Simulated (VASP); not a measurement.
# TiAl3 (P2/m) in VASP: single point with r2SCAN

Aim: the single point of TiAl3 with r2SCAN.

All numbers are computed with VASP 6.6.1; they aren't measurements. Logs are shortened: lines on timing, memory, paths and dates and some standing lists are left out, and cuts for length are marked.

## (1) The cell of the first run

The typed cell holds 4 atoms: a = 3.956 Å, b = 3.956 Å, c = 3.959 Å, α = 90.00°, β = 87.71°, γ = 90.00°.

## (2) Single point, r2SCAN (shear of c along a, cell held: +4.0 %)

Input file POSCAR:

```
TiAl3
1.0
    3.9556712500      0.0000000000      0.0000000000
    0.0000000000      3.9556712500      0.0000000000
    0.1582268500      0.0000000000      3.9556712500
Ti Al
1 3
Direct
    0.0000000000      0.0000000000      0.0000000000
    0.5000000000      0.5000000000      0.0000000000
    0.5000000000      0.0000000000      0.5000000000
    0.0000000000      0.5000000000      0.5000000000
```

Input file INCAR.step1:

```
SYSTEM = TiAl3
PREC     = Accurate       ! precision mode
ENCUT    = 520            ! plane-wave cutoff, eV
ISMEAR   = 0              ! smearing method
SIGMA    = 0.1            ! smearing width, eV
LREAL    = .FALSE.        ! projectors in reciprocal space
LASPH    = .TRUE.         ! aspherical terms in the spheres
NELM     = 60             ! most SCF steps
NBANDS   = 18             ! bands
GGA      = PE             ! functional
ALGO     = Normal         ! electronic algorithm
EDIFF    = 1E-4           ! SCF threshold, eV
LWAVE    = .TRUE.         ! write WAVECAR
LCHARG   = .FALSE.        ! write CHGCAR
```

Input file INCAR.step2:

```
SYSTEM = TiAl3
PREC     = Accurate       ! precision mode
ENCUT    = 520            ! plane-wave cutoff, eV
EDIFF    = 1E-7           ! SCF threshold, eV
ISMEAR   = 0              ! smearing method
SIGMA    = 0.1            ! smearing width, eV
LREAL    = .FALSE.        ! projectors in reciprocal space
LASPH    = .TRUE.         ! aspherical terms in the spheres
NELM     = 60             ! most SCF steps
ALGO     = Normal         ! electronic algorithm
ISIF     = 2              ! what is computed and relaxed
LWAVE    = .FALSE.        ! write WAVECAR
LCHARG   = .FALSE.        ! write CHGCAR
METAGGA  = R2SCAN         ! meta-GGA
LMIXTAU  = .TRUE.       
NBANDS   = 18             ! bands
ISTART   = 1
```

Input file KPOINTS:

```
Automatic mesh
0
G
  14 14 14
  0 0 0
```

Potentials or basis: VASP PAW PBE potentials, release 64 (Ti_sv, Al).

The run is started by

```console
$ cat potpaw_PBE.64/Ti_sv/POTCAR potpaw_PBE.64/Al/POTCAR > POTCAR
$ cp INCAR.step1 INCAR
$ mpirun -np 1 vasp_std > vasp.out
$ cp INCAR.step2 INCAR
$ mpirun -np 1 vasp_std > vasp.out
```

OUTCAR:

```text
SYSTEM = TiAl3
   PREC = Accurate
   ENCUT = 520
   EDIFF = 1E-7
   ISMEAR = 0
   LREAL = .FALSE.
   LASPH = .TRUE.
   NELM = 60
   ISIF = 2
   METAGGA = R2SCAN
   ISTART = 1

 ion  position               nearest neighbor table
   1  0.000  0.000  0.000-   3 2.74   3 2.74   2 2.80   2 2.80   2 2.80   2 2.80   4 2.80   4 2.80
                             4 2.80   4 2.80   3 2.85   3 2.85
   2  0.500  0.500  0.000-   4 2.74   4 2.74   1 2.80   1 2.80   1 2.80   1 2.80   3 2.80   3 2.80
                             3 2.80   3 2.80   4 2.85   4 2.85
   3  0.500  0.000  0.500-   1 2.74   1 2.74   4 2.80   4 2.80   4 2.80   4 2.80   2 2.80   2 2.80
                             2 2.80   2 2.80   1 2.85   1 2.85
   4  0.000  0.500  0.500-   2 2.74   2 2.74   3 2.80   3 2.80   3 2.80   3 2.80   1 2.80   1 2.80
                             1 2.80   1 2.80   2 2.85   2 2.85

  LATTYP: Found a simple monoclinic cell.
 ALAT       =     3.9556712500
 B/A-ratio  =     1.0000000000
 C/A-ratio  =     1.0007996803
 COS(beta)  =    -0.0399680383

  Lattice vectors:

 A1 = (   3.9556712500,   0.0000000000,   0.0000000000)
 A2 = (   0.0000000000,  -3.9556712500,   0.0000000000)
 A3 = (  -0.1582268500,   0.0000000000,  -3.9556712500)

Analysis of symmetry for initial positions (statically):
=====================================================================
 Subroutine PRICEL returns:
 Original cell was already a primitive cell.

 Routine SETGRP: Setting up the symmetry group for a
 simple monoclinic supercell.

 Subroutine GETGRP returns: Found  4 space group operations
 (whereof  4 operations were pure point group operations)
 out of a pool of  4 trial point group operations.

The static configuration has the point symmetry C_2h.

Analysis of symmetry for dynamics (positions and initial velocities):
=====================================================================
 Subroutine PRICEL returns:
 Original cell was already a primitive cell.

 Routine SETGRP: Setting up the symmetry group for a
 simple monoclinic supercell.

 Subroutine GETGRP returns: Found  4 space group operations
 (whereof  4 operations were pure point group operations)
 out of a pool of  4 trial point group operations.

The dynamic configuration has the point symmetry C_2h.

 Subroutine INISYM returns: Found  4 space group operations
 (whereof  4 operations are pure point group operations),
 and found     1 'primitive' translations

----------------------------------------------------------------------------------------

                                     Primitive cell

  volume of cell :      61.8957

  direct lattice vectors                    reciprocal lattice vectors
     3.955671250  0.000000000  0.000000000     0.252801595  0.000000000 -0.010112064
     0.000000000  3.955671250  0.000000000     0.000000000  0.252801595  0.000000000
     0.158226850  0.000000000  3.955671250     0.000000000  0.000000000  0.252801595

  length of vectors
     3.955671250  3.955671250  3.958834522     0.253003755  0.252801595  0.252801595

  position of ions in fractional coordinates (direct lattice)
     0.000000000  0.000000000  0.000000000
     0.500000000  0.500000000  0.000000000
     0.500000000  0.000000000  0.500000000
     0.000000000  0.500000000  0.500000000

  ion indices of the primitive-cell ions
   primitive index   ion index
                 1           1
                 2           2
                 3           3
                 4           4

----------------------------------------------------------------------------------------

 KPOINTS: Automatic mesh

Automatic generation of k-mesh.
 Grid dimensions read from file:
 generate k-points for:   14   14   14

 Generating k-lattice:

  Cartesian coordinates                     Fractional coordinates (reciprocal lattice)
     0.018057257  0.000000000 -0.000722290     0.071428571  0.000000000 -0.000000000
     0.000000000  0.018057257  0.000000000     0.000000000  0.071428571  0.000000000
     0.000000000  0.000000000  0.018057257     0.000000000  0.000000000  0.071428571

  Length of vectors
     0.018071697  0.018057257  0.018057257

  Shift w.r.t. Gamma in fractional coordinates (k-lattice)
     0.000000000  0.000000000  0.000000000

 Subroutine IBZKPT returns following result:
 ===========================================

 Found    800 irreducible k-points:

 Following reciprocal coordinates:
            Coordinates               Weight
  0.000000  0.000000  0.000000      1.000000
  0.071429  0.000000  0.000000      2.000000
  0.142857  0.000000  0.000000      2.000000
  0.214286  0.000000  0.000000      2.000000
  0.285714  0.000000  0.000000      2.000000
  0.357143  0.000000  0.000000      2.000000
[... 16 lines left out ...]
  0.428571  0.142857  0.000000      4.000000
  0.500000  0.142857  0.000000      2.000000
 [... further k-points ...]
   k-points           NKPTS =    800   k-points in BZ     NKDIM =    800   number of bands    NBANDS=     18
   number of dos      NEDOS =    301   number of ions     NIONS =      4
   total plane-waves  NPLWV =  27000
   dimension x,y,z NGX =    30 NGY =   30 NGZ =   30
   dimension x,y,z NGXF=    60 NGYF=   60 NGZF=   60
   ions per type =               1   3
   NGX,Y,Z   is equivalent  to a cutoff of  12.61, 12.61, 12.60 a.u.
   NGXF,Y,Z  is equivalent  to a cutoff of  25.22, 25.22, 25.20 a.u.
 SYSTEM =  TiAl3
   PREC   = accura    normal or accurate (medium, high low for compatibility)
   ISTART =      1    job   : 0-new  1-cont  2-samecut
   ICHARG =      0    charge: 1-file 2-atom 10-const
   ISPIN  =      1    spin polarized calculation?
   LNONCOLLINEAR =      F non collinear calculations
   LSORBIT =      F    spin-orbit coupling
   LASPH  =      T    aspherical Exc in radial PAW
   ENCUT  =  520.0 eV  38.22 Ry    6.18 a.u.   7.35  7.35  7.36*2*pi/ulx,y,z
   NELM   =     60;   NELMIN=  2; NELMDL=  0     # of ELM steps
   EDIFF  = 0.1E-06   stopping-criterion for ELM
   LREAL  =      F    real-space projection
   EDIFFG = 0.1E-05   stopping-criterion for IOM
   NSW    =      0    number of steps for IOM
   IBRION =     -1    ionic relax: 0-MD 1-quasi-New 2-CG
   NFREE  =      0    steps in history (QN), initial steepest desc. (CG)
   ISIF   =      2    stress and relaxation
   ISYM   =      2    0-nonsym 1-usesym 2-fastsym
   POTIM  = 0.5000    time-step for ionic-motion
   TEBEG  =    0.0;   TEEND  =   0.0 temperature during run
   PSTRESS=    0.0 pullay stress
   NELECT =      21.0000    total number of electrons
   NUPDOWN=      -1.0000    fix difference up-down
   EMIN   =  10.00;   EMAX   =-10.00  energy-range for DOS
   EFERMI =   0.00;   METHOD = LEGACY
   ISMEAR =     0;   SIGMA  =   0.10  broadening in eV -4-tet -1-fermi 0-gaus
   EFERMI_NEDOS =   21; number of points for ismear=-14 and -15
   IALGO  =     38    algorithm
   IMIX   =      4    mixing-type and parameters
     AMIX     =   0.40;   BMIX     =  1.00
     AMIX_MAG =   1.60;   BMIX_MAG =  1.00
  volume/ion in A,a.u.               =      15.47       104.42
  Fermi-wavevector in a.u.,A,eV,Ry     =   1.141811  2.157711 17.738371  1.303733
  Thomas-Fermi vector in A             =   2.278511
   LORBIT       =      0    0 simple, 1 ext, 2 COOP (PROOUT), +10 PAW based schemes
   METAGGA = R2SCAN    functional components
   LHFCALC =     F    Hartree Fock is set to
   AEXX    =    0.0000 exact exchange contribution
   IVDW    =     0    specifies the selected vdW correction
   LEPSILON=     F    determine dielectric tensor
   LRPA    =     F    only Hartree local field effects (RPA)
 non-spin polarized calculation
 Gauss-broadening in eV      SIGMA  =   0.10
  energy-cutoff  :      520.00
  volume of cell :       61.90
 maximum number of plane-waves:      1695
 NGX is ok and might be reduce to    30
   NGX = 15   NGY = 15   NGZ = 15

 number of electron      20.9999994 magnetization

 Free energy of the ion-electron system (eV)
  ---------------------------------------------------
  ext. energy  EPLUGINS =         0.00000000
  ---------------------------------------------------
  free energy    TOTEN  =       -34.79417747 eV

  energy without entropy =      -34.78295489  energy(sigma->0) =      -34.78856618

 E-fermi :   9.1672     XC(G=0): -11.5903

 val. band max:        9.1653527959   @ k =   0.0000   0.0714   0.3571
 cond. band min:       9.1672757351   @ k =  -0.2857   0.2143   0.0714
 fundamental gap:      0.0019229392
 Fermi energy:         9.1671794799

 k-point     1 :       0.0000    0.0000    0.0000
  band No.  band energies     occupation
      1     -50.1759      2.00000
      2     -25.4549      2.00000
      3     -25.4432      2.00000
      4     -25.4273      2.00000
      5      -2.3286      2.00000
      6       5.9540      2.00000
[... 10 lines left out ...]
     17      14.7767      0.00000
     18      15.2140      0.00000

 k-point     2 :       0.0714    0.0000    0.0000
  band No.  band energies     occupation
      1     -50.1759      2.00000
      2     -25.4554      2.00000
      3     -25.4431      2.00000
      4     -25.4278      2.00000
      5      -2.2761      2.00000
      6       5.4390      2.00000
[... 10 lines left out ...]
     17      14.7780      0.00000
     18      15.1365      0.00000

 k-point     3 :       0.1429    0.0000    0.0000
  band No.  band energies     occupation
      1     -50.1758      2.00000
      2     -25.4570      2.00000
      3     -25.4429      2.00000
      4     -25.4291      2.00000
      5      -2.1192      2.00000
      6       4.5570      2.00000
[... 10 lines left out ...]
     17      14.6274      0.00000
     18      14.7925      0.00000

 k-point     4 :       0.2143    0.0000    0.0000
  band No.  band energies     occupation
      1     -50.1756      2.00000
      2     -25.4596      2.00000
      3     -25.4425      2.00000
      4     -25.4307      2.00000
      5      -1.8601      2.00000
      6       3.6199      2.00000
[... 375 lines left out ...]
      4     -25.4324      2.00000
      5      -0.8632      2.00000
      6       2.0284      2.00000
[... 10 lines left out ...]
     17      13.5056      0.00000
     18      14.9760      0.00000

 k-point    23 :       0.4286    0.1429    0.0000
  band No.  band energies     occupation
      1     -50.1749      2.00000
      2     -25.4681      2.00000
      3     -25.4456      2.00000
      4     -25.4329      2.00000
      5      -0.3690      2.00000
      6       1.2844      2.00000
[... 10 lines left out ...]
     17      13.3692      0.00000
     18      14.9595      0.00000

 k-point    24 :       0.5000    0.1429    0.0000
  band No.  band energies     occupation
      1     -50.1749      2.00000
      2     -25.4690      2.00000
      3     -25.4455      2.00000
      4     -25.4330      2.00000
      5      -0.0405      2.00000
      6       0.8720      2.00000
[... 10 lines left out ...]
     17      13.3145      0.00000
     18      14.9569      0.00000

 [... further k-points ...]

------------------------ aborting loop because EDIFF is reached ----------------------------------------

  FORCE on cell =-STRESS in cart. coord.  units (eV):
  Direction    XX          YY          ZZ          XY          YZ          ZX
  --------------------------------------------------------------------------------------
  -------------------------------------------------------------------------------------
  Total        0.0796891     -0.0765750      0.1489381      0.0000000      0.0000000     -1.3682324
  in kB        2.0627621     -1.9821534      3.8552784      0.0000000      0.0000000    -35.4168445
  external PRESSURE =       1.3119624 kB  Pullay stress =       0.0000000 kB

 VOLUME and BASIS-vectors are now :
 -----------------------------------------------------------------------------
  energy-cutoff  :      520.00
  volume of cell :       61.90
      direct lattice vectors                 reciprocal lattice vectors
     3.955671250  0.000000000  0.000000000     0.252801595  0.000000000 -0.010112064
     0.000000000  3.955671250  0.000000000     0.000000000  0.252801595  0.000000000
     0.158226850  0.000000000  3.955671250     0.000000000  0.000000000  0.252801595

 POSITION                                       TOTAL-FORCE (eV/Angst)
 -----------------------------------------------------------------------------------
      0.00000      0.00000      0.00000        -0.000000      0.000000      0.000000
      1.97784      1.97784      0.00000         0.000000      0.000000      0.000000
      2.05695      0.00000      1.97784         0.000000      0.000000      0.000000
      0.07911      1.97784      1.97784         0.000000      0.000000      0.000000
 -----------------------------------------------------------------------------------
    total drift:                               -0.000000     -0.000000     -0.000000

  FREE ENERGIE OF THE ION-ELECTRON SYSTEM (eV)
  ---------------------------------------------------
  free  energy   TOTEN  =       -34.7941774733 eV

  energy  without entropy=      -34.7829548941  energy(sigma->0) =      -34.78856618
```

It took 44 min on 1 thread of Oxide Virtual Turin-like, shared host; peak memory 0.81 GiB.

Results:

```
Free energy            : -34.7942 eV
Pressure               : 0.1 GPa
Band gap on the k mesh : zero (an odd number of electrons rules out a gap without spin polarisation)
```

Stress tensor (GPa, compression positive):
```
 0.21  0.00 -3.54
 0.00 -0.20  0.00
-3.54  0.00  0.39
```

Levels at points of the mesh, in eV from the Fermi level:
```
           k point  band 8  band 9  band 10  band 11  band 12  band 13
(0.00, 0.00, 0.00)   -2.50   -2.39    -2.28     0.10     0.13     0.13
(0.50, 0.00, 0.00)   -2.45   -2.27     0.39     0.49     0.68     1.00
(0.00, 0.50, 0.00)   -2.39   -2.29     0.38     0.66     0.70     0.92
(0.50, 0.50, 0.00)   -5.42   -1.40    -1.39     0.65     1.06     1.09
(0.00, 0.00, 0.50)   -2.46   -2.26     0.39     0.50     0.68     1.00
(0.50, 0.00, 0.50)   -5.41   -1.47    -1.28     0.61     1.09     1.10
(0.00, 0.50, 0.50)   -5.42   -1.40    -1.38     0.66     1.07     1.08
(0.50, 0.50, 0.50)   -5.18   -4.06    -3.87    -3.68     0.22     1.46
```

Caveat: the cell differs from its parent crystal (shear of c along a, cell held: +4.0 %); the PAW data sets were made with another functional, which shifts forces and pressure a little.
